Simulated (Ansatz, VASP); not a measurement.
One calculation of NiO, two programs

The input INCAR:

```
ALGO = Normal
EDIFF = 1E-6
ENCUT = 520
GGA = PE
ISIF = 2
ISMEAR = -1
ISPIN = 2
LASPH = T
LCHARG = T
LELF = T
LMAXMIX = 4
LORBIT = 11
LREAL = F
LVHAR = T
LWAVE = F
MAGMOM = 0.2 0
NBANDS = 19
NELM = 150
NUPDOWN = 0.2
PREC = Accurate
SIGMA = 0.05
```

KPOINTS

```
k-points
0
Gamma
  9 9 9
```

POSCAR

```
NiO
1.0
    0.0000000000      2.0913095100      2.0913095100
    2.0913095100      0.0000000000      2.0913095100
    2.0913095100      2.0913095100      0.0000000000
Ni O
1 1
Direct
    0.0000000000      0.0000000000      0.0000000000
    0.5000000000      0.5000000000      0.5000000000
```

input.yaml

```yaml
crystal:
  lattice:
    - [0.0, 2.09130951, 2.09130951]
    - [2.09130951, 0.0, 2.09130951]
    - [2.09130951, 2.09130951, 0.0]
  atoms:
    - { symbol: Ni, position: [0.0, 0.0, 0.0], spin: 0.2 }
    - { symbol: O, position: [0.5, 0.5, 0.5] }
hamiltonian:
  xc: pbe
  pseudopotentials: { kind: paw }
magnetization:
  spin_polarized: true
  initial_magnetization: 0.2
  spin_locking: { lock_magnetization: hard }
kpoints:
  mp_grid: { grid: [9, 9, 9] }
scf:
  occupations: { method: fermi_dirac, width: 0.05 }
  lower_state_search: "off"
output:
  forces: true
  stress: true
  eigenvalues: true
```

Alike in both runs: task single point; functional PBE; k mesh 9 × 9 × 9; occupations fermi-dirac, width 0.05 eV; collinear spin; fixed moment 0.2 μB.

|  | VASP | Ansatz |
| --- | --- | --- |
| version | VASP 6.6.1 | Ansatz 0.2.0 |
| potentials or method | VASP PAW PBE potentials, release 64 (Ni, O) | Ansatz PAW |
| plane-wave cutoff (eV) | 520 | 420 |
| valence electrons in the cell | 16 | 24 |

```tsv
	VASP	Ansatz	Ansatz less VASP
pressure (GPa)	-3.2	-3.2	-0.04
net moment per atom (μB)	0.10	0.10	0.000
size of the moment on the site where the two differ most (μB)	0.17	0.17	-0.003
```

Site moments also hang on the region over which each program counts them. The functional is the same, so the differences come from potentials, cutoffs and numerics. VASP's potentials hold 16 valence electrons a cell and Ansatz's 24, so a difference there can come from the potentials and not from the codes.
